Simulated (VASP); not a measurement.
# Zr in VASP: single point with LDA

Aim: the single point of Zr with LDA.

Everything below comes from runs of VASP 6.6.1. Logs are shortened: lines on timing, memory, paths and dates and some standing lists are left out, and cuts for length are marked.

**1. The cell of the first run**

The cell holds a slab with vacuum, 5 atoms: a = 3.143 Å, b = 3.143 Å, c = 25.183 Å, α = 90.00°, β = 90.00°, γ = 120.00°.

**2. Single point, LDA**

INCAR reads:

```
SYSTEM = Zr
ALGO = Fast ; DIPOL = 0.5 0.5 0.500
EDIFF = 1E-6 ; ENCUT = 520
GGA = CA ; IDIPOL = 3
ISIF = 2 ; ISMEAR = 0
LASPH = .True. ; LCHARG = .False.
LDIPOL = .True. ; LREAL = .False.
LWAVE = .False. ; NBANDS = 38
NELM = 100 ; PREC = Accurate
SIGMA = 0.1
```

KPOINTS reads:

```
k-points
0
Gamma
  12 12 1
  0 0 0
```

POSCAR reads:

```
Zr
1.0
    3.1427549199      0.0000000000      0.0000000000
   -1.5713774599      2.7217055985      0.0000000000
    0.0000000000      0.0000000000     25.1832818545
Zr
5
Direct
    0.3333333333      0.6666666667      0.2978166247
    0.6666666667      0.3333333333      0.3989083123
    0.3333333333      0.6666666667      0.5000000000
    0.6666666667      0.3333333333      0.6010916877
    0.3333333333      0.6666666667      0.7021833753
```

Potentials or basis: VASP PAW LDA potentials, release 64 (Zr_sv).

Launch:

```console
$ cat potpaw_LDA.64/Zr_sv/POTCAR > POTCAR
$ mpirun -np 1 vasp_std > vasp.out
```

OUTCAR:

```text
SYSTEM = Zr
   EDIFF = 1E-6
   ENCUT = 520
   GGA = CA
   ISIF = 2
   ISMEAR = 0
   LASPH = .True.
   LREAL = .False.
   NELM = 100
   PREC = Accurate

 ion  position               nearest neighbor table
   1  0.333  0.667  0.298-   2 3.13   2 3.13   2 3.13
   2  0.667  0.333  0.399-   1 3.13   1 3.13   1 3.13   3 3.13   3 3.13   3 3.13
   3  0.333  0.667  0.500-   2 3.13   4 3.13   2 3.13   4 3.13   2 3.13   4 3.13
   4  0.667  0.333  0.601-   5 3.13   5 3.13   5 3.13   3 3.13   3 3.13   3 3.13
   5  0.333  0.667  0.702-   4 3.13   4 3.13   4 3.13

  LATTYP: Found a hexagonal cell.
 ALAT       =     3.1427549199
 C/A-ratio  =     8.0131230390

  Lattice vectors:

 A1 = (   3.1427549199,   0.0000000000,   0.0000000000)
 A2 = (  -1.5713774599,   2.7217055985,   0.0000000000)
 A3 = (   0.0000000000,   0.0000000000,  25.1832818545)

Analysis of symmetry for initial positions (statically):
=====================================================================
 Subroutine PRICEL returns:
 Original cell was already a primitive cell.

 Routine SETGRP: Setting up the symmetry group for a
 hexagonal supercell.

 Subroutine GETGRP returns: Found 12 space group operations
 (whereof 12 operations were pure point group operations)
 out of a pool of 24 trial point group operations.

The static configuration has the point symmetry D_3h.

Analysis of symmetry for dynamics (positions and initial velocities):
=====================================================================
 Subroutine PRICEL returns:
 Original cell was already a primitive cell.

 Routine SETGRP: Setting up the symmetry group for a
 hexagonal supercell.

 Subroutine GETGRP returns: Found 12 space group operations
 (whereof 12 operations were pure point group operations)
 out of a pool of 24 trial point group operations.

The dynamic configuration has the point symmetry D_3h.

 Subroutine INISYM returns: Found 12 space group operations
 (whereof 12 operations are pure point group operations),
 and found     1 'primitive' translations

----------------------------------------------------------------------------------------

                                     Primitive cell

  volume of cell :     215.4091

  direct lattice vectors                    reciprocal lattice vectors
     3.142754920  0.000000000  0.000000000     0.318192168  0.183708334  0.000000000
    -1.571377460  2.721705598  0.000000000     0.000000000  0.367416667  0.000000000
     0.000000000  0.000000000 25.183281854     0.000000000  0.000000000  0.039708883

  length of vectors
     3.142754920  3.142754920 25.183281854     0.367416667  0.367416667  0.039708883

  position of ions in fractional coordinates (direct lattice)
     0.333333333  0.666666667  0.297816625
     0.666666667  0.333333333  0.398908312
     0.333333333  0.666666667  0.500000000
     0.666666667  0.333333333  0.601091688
     0.333333333  0.666666667  0.702183375

  ion indices of the primitive-cell ions
   primitive index   ion index
                 1           1
                 2           2
                 3           3
                 4           4
                 5           5

----------------------------------------------------------------------------------------

 KPOINTS: k-points

Automatic generation of k-mesh.
 Grid dimensions read from file:
 generate k-points for:   12   12    1

 Generating k-lattice:

  Cartesian coordinates                     Fractional coordinates (reciprocal lattice)
     0.026516014  0.015309028  0.000000000     0.083333333  0.000000000  0.000000000
     0.000000000  0.030618056  0.000000000     0.000000000  0.083333333  0.000000000
     0.000000000  0.000000000  0.039708883     0.000000000  0.000000000  1.000000000

  Length of vectors
     0.030618056  0.030618056  0.039708883

  Shift w.r.t. Gamma in fractional coordinates (k-lattice)
     0.000000000  0.000000000  0.000000000

 Subroutine IBZKPT returns following result:
 ===========================================

 Found     19 irreducible k-points:

 Following reciprocal coordinates:
            Coordinates               Weight
  0.000000  0.000000  0.000000      1.000000
  0.083333  0.000000  0.000000      6.000000
  0.166667  0.000000  0.000000      6.000000
  0.250000  0.000000  0.000000      6.000000
  0.333333  0.000000  0.000000      6.000000
  0.416667  0.000000  0.000000      6.000000
[... 11 lines left out ...]
  0.333333  0.250000  0.000000     12.000000
  0.333333  0.333333  0.000000      2.000000
   k-points           NKPTS =     19   k-points in BZ     NKDIM =     19   number of bands    NBANDS=     38
   number of dos      NEDOS =    301   number of ions     NIONS =      5
   total plane-waves  NPLWV = 110592
   dimension x,y,z NGX =    24 NGY =   24 NGZ =  192
   dimension x,y,z NGXF=    48 NGYF=   48 NGZF=  384
   ions per type =               5
   NGX,Y,Z   is equivalent  to a cutoff of  12.70, 12.70, 12.67 a.u.
   NGXF,Y,Z  is equivalent  to a cutoff of  25.39, 25.39, 25.35 a.u.
 SYSTEM =  Zr
   PREC   = accura    normal or accurate (medium, high low for compatibility)
   ISTART =      0    job   : 0-new  1-cont  2-samecut
   ICHARG =      2    charge: 1-file 2-atom 10-const
   ISPIN  =      1    spin polarized calculation?
   LNONCOLLINEAR =      F non collinear calculations
   LSORBIT =      F    spin-orbit coupling
   LASPH  =      T    aspherical Exc in radial PAW
   ENCUT  =  520.0 eV  38.22 Ry    6.18 a.u.   5.84  5.84 46.82*2*pi/ulx,y,z
   NELM   =    100;   NELMIN=  2; NELMDL= -5     # of ELM steps
   EDIFF  = 0.1E-05   stopping-criterion for ELM
   LREAL  =      F    real-space projection
   EDIFFG = 0.1E-04   stopping-criterion for IOM
   NSW    =      0    number of steps for IOM
   IBRION =     -1    ionic relax: 0-MD 1-quasi-New 2-CG
   NFREE  =      0    steps in history (QN), initial steepest desc. (CG)
   ISIF   =      2    stress and relaxation
   ISYM   =      2    0-nonsym 1-usesym 2-fastsym
   POTIM  = 0.5000    time-step for ionic-motion
   TEBEG  =    0.0;   TEEND  =   0.0 temperature during run
   PSTRESS=    0.0 pullay stress
   NELECT =      60.0000    total number of electrons
   NUPDOWN=      -1.0000    fix difference up-down
   EMIN   =  10.00;   EMAX   =-10.00  energy-range for DOS
   EFERMI =   0.00;   METHOD = LEGACY
   ISMEAR =     0;   SIGMA  =   0.10  broadening in eV -4-tet -1-fermi 0-gaus
   EFERMI_NEDOS =   21; number of points for ismear=-14 and -15
   IALGO  =     68    algorithm
   IMIX   =      4    mixing-type and parameters
     AMIX     =   0.40;   BMIX     =  1.00
     AMIX_MAG =   1.60;   BMIX_MAG =  1.00
  volume/ion in A,a.u.               =      43.08       290.73
  Fermi-wavevector in a.u.,A,eV,Ry     =   1.069147  2.020394 15.552472  1.143074
  Thomas-Fermi vector in A             =   2.204817
   LORBIT       =      0    0 simple, 1 ext, 2 COOP (PROOUT), +10 PAW based schemes
   GGA     = CA    functional components
   LHFCALC =     F    Hartree Fock is set to
   AEXX    =    0.0000 exact exchange contribution
   IVDW    =     0    specifies the selected vdW correction
   LEPSILON=     F    determine dielectric tensor
   LRPA    =     F    only Hartree local field effects (RPA)
 non-spin polarized calculation
 RMM-DIIS sequential band-by-band and
 Gauss-broadening in eV      SIGMA  =   0.10
  energy-cutoff  :      520.00
  volume of cell :      215.41
 maximum number of plane-waves:      5836
 NGX is ok and might be reduce to    24
   NGX = 11   NGY = 11   NGZ = 93

 dipolmoment           0.000000      0.000000      0.000000 electrons x Angstroem

 number of electron      59.9999999 magnetization

 dipolmoment           0.000000      0.000000     -0.000000 electrons x Angstroem

 Free energy of the ion-electron system (eV)
  ---------------------------------------------------
  ext. energy  EPLUGINS =         0.00000000
  ---------------------------------------------------
  free energy    TOTEN  =       -44.45286936 eV

  energy without entropy =      -44.41262934  energy(sigma->0) =      -44.43274935

 E-fermi :   2.7144     XC(G=0):  -6.7225

 val. band max:        2.7123438510   @ k =   0.4167   0.1667   0.0000
 cond. band min:       2.7277027834   @ k =   0.3333   0.0833   0.0000
 fundamental gap:      0.0153589324
 Fermi energy:         2.7144240265

 k-point     1 :       0.0000    0.0000    0.0000
  band No.  band energies     occupation
      1     -45.9064      2.00000
      2     -45.9061      2.00000
      3     -45.6197      2.00000
      4     -45.5583      2.00000
      5     -45.4811      2.00000
      6     -24.4372      2.00000
[... 30 lines left out ...]
     37       3.8756      0.00000
     38       4.0542      0.00000

 k-point     2 :       0.0833    0.0000    0.0000
  band No.  band energies     occupation
      1     -45.8980      2.00000
      2     -45.8978      2.00000
      3     -45.6098      2.00000
      4     -45.5506      2.00000
      5     -45.4752      2.00000
      6     -24.4155      2.00000
[... 30 lines left out ...]
     37       3.8776      0.00000
     38       4.0107      0.00000

 k-point     3 :       0.1667    0.0000    0.0000
  band No.  band energies     occupation
      1     -45.8752      2.00000
      2     -45.8750      2.00000
      3     -45.5825      2.00000
      4     -45.5294      2.00000
      5     -45.4594      2.00000
      6     -24.3555      2.00000
[... 30 lines left out ...]
     37       4.1296      0.00000
     38       4.3230      0.00000

 k-point     4 :       0.2500    0.0000    0.0000
  band No.  band energies     occupation
      1     -45.8438      2.00000
      2     -45.8437      2.00000
      3     -45.5438      2.00000
      4     -45.5004      2.00000
      5     -45.4388      2.00000
      6     -24.2782      2.00000
[... 30 lines left out ...]
     37       4.4463      0.00000
     38       4.7514      0.00000
[... 498 lines left out ...]
      4     -45.4417      2.00000
      5     -45.4058      2.00000
      6     -24.3436      2.00000
[... 30 lines left out ...]
     37       4.0813      0.00000
     38       4.5005      0.00000

 k-point    18 :       0.3333    0.2500    0.0000
  band No.  band energies     occupation
      1     -45.7687      2.00000
      2     -45.7687      2.00000
      3     -45.4363      2.00000
      4     -45.4309      2.00000
      5     -45.4041      2.00000
      6     -24.3488      2.00000
[... 30 lines left out ...]
     37       4.4600      0.00000
     38       4.7019      0.00000

 k-point    19 :       0.3333    0.3333    0.0000
  band No.  band energies     occupation
      1     -45.7644      2.00000
      2     -45.7644      2.00000
      3     -45.4270      2.00000
      4     -45.4269      2.00000
      5     -45.4053      2.00000
      6     -24.2667      2.00000
[... 30 lines left out ...]
     37       4.5871      0.00000
     38       4.7276      0.00000

------------------------ aborting loop because EDIFF is reached ----------------------------------------

 vacuum level on the upper side and lower side of the slab       (xc-potential included)        -0.117        -0.117

  FORCE on cell =-STRESS in cart. coord.  units (eV):
  Direction    XX          YY          ZZ          XY          YZ          ZX
  --------------------------------------------------------------------------------------
  -------------------------------------------------------------------------------------
  Total       -2.4035722     -2.4035722     -2.3194481     -0.0000000      0.0000000      0.0000000
  in kB      -17.8773760    -17.8773760    -17.2516747     -0.0000000      0.0000000      0.0000000
  external PRESSURE =     -17.6688089 kB  Pullay stress =       0.0000000 kB

 VOLUME and BASIS-vectors are now :
 -----------------------------------------------------------------------------
  energy-cutoff  :      520.00
  volume of cell :      215.41
      direct lattice vectors                 reciprocal lattice vectors
     3.142754920  0.000000000  0.000000000     0.318192168  0.183708334  0.000000000
    -1.571377460  2.721705598  0.000000000     0.000000000  0.367416667  0.000000000
     0.000000000  0.000000000 25.183281854     0.000000000  0.000000000  0.039708883

 POSITION                                       TOTAL-FORCE (eV/Angst)
 -----------------------------------------------------------------------------------
     -0.00000      1.81447      7.50000         0.000000     -0.000000      0.541614
      1.57138      0.90724     10.04582        -0.000000      0.000000     -0.637237
     -0.00000      1.81447     12.59164        -0.000000      0.000000      0.000000
      1.57138      0.90724     15.13746        -0.000000      0.000000      0.637237
     -0.00000      1.81447     17.68328         0.000000     -0.000000     -0.541614
 -----------------------------------------------------------------------------------
    total drift:                                0.000000     -0.000000      0.000000

  FREE ENERGIE OF THE ION-ELECTRON SYSTEM (eV)
  ---------------------------------------------------
  free  energy   TOTEN  =       -44.4528693598 eV

  energy  without entropy=      -44.4126293420  energy(sigma->0) =      -44.43274935

 vacuum level on the upper side and lower side of the slab         7.141         7.141
```

Run time: 2.8 min. Hardware: 1 thread of Intel Xeon 6975P-C (Granite Rapids), shared host; peak memory 0.3 GiB.

Results:

- Free energy: -44.4529 eV
- Largest force: 0.637 eV/Å
- Band gap on the k mesh: zero (bands 30 and 31 overlap by 1.22 eV)

Forces on the atoms (eV/Å):
```
Zr   0.000  0.000  0.542
Zr   0.000  0.000 -0.637
Zr   0.000  0.000  0.000
Zr   0.000  0.000  0.637
Zr   0.000  0.000 -0.542
```

Levels at points of the mesh, in eV from the Fermi level:
```
           k point  band 27  band 28  band 29  band 30  band 31  band 32  band 33  band 34
(0.00, 0.00, 0.00)    -0.11     0.31     0.54     0.76     0.81     0.82     0.84     0.84
(0.50, 0.00, 0.00)    -1.34    -1.16    -0.97     0.08     0.84     0.87     1.39     1.40
```
